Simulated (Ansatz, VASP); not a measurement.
## BiIr: VASP beside Ansatz

```
CELL_PARAMETERS angstrom
0.00000 3.08779 3.08779
3.08779 0.00000 3.08779
3.08779 3.08779 0.00000
ATOMIC_POSITIONS crystal
Ir 0.00000 0.00000 0.00000
Bi 0.25000 0.25000 0.25000
```

Alike in both runs: task single point; functional PBE; k mesh 10 × 10 × 10; occupations gaussian, width 0.05 eV; no spin polarisation.

```csv
,VASP,Ansatz
version,VASP 6.6.1,Ansatz 0.2.0
potentials or method,"VASP PAW PBE potentials, release 64 (Ir, Bi_d), cutoff 500 eV","scalar-relativistic, plane waves, PAW"
valence electrons in the cell,24,32
```

```csv
,VASP,Ansatz,Ansatz less VASP
gap on the k mesh at the Fermi level (eV),none,none,-
pressure (GPa),-1.5,-1.6,-0.04
```

A gap of «none» marks a metal or a gap that the smearing closes. With one functional, cell and mesh, what is left measures potentials, basis and numerics. VASP's potentials hold 24 valence electrons a cell and Ansatz's 32, so a difference there can come from the potentials and not from the codes.

Spin-orbit coupling is off throughout.
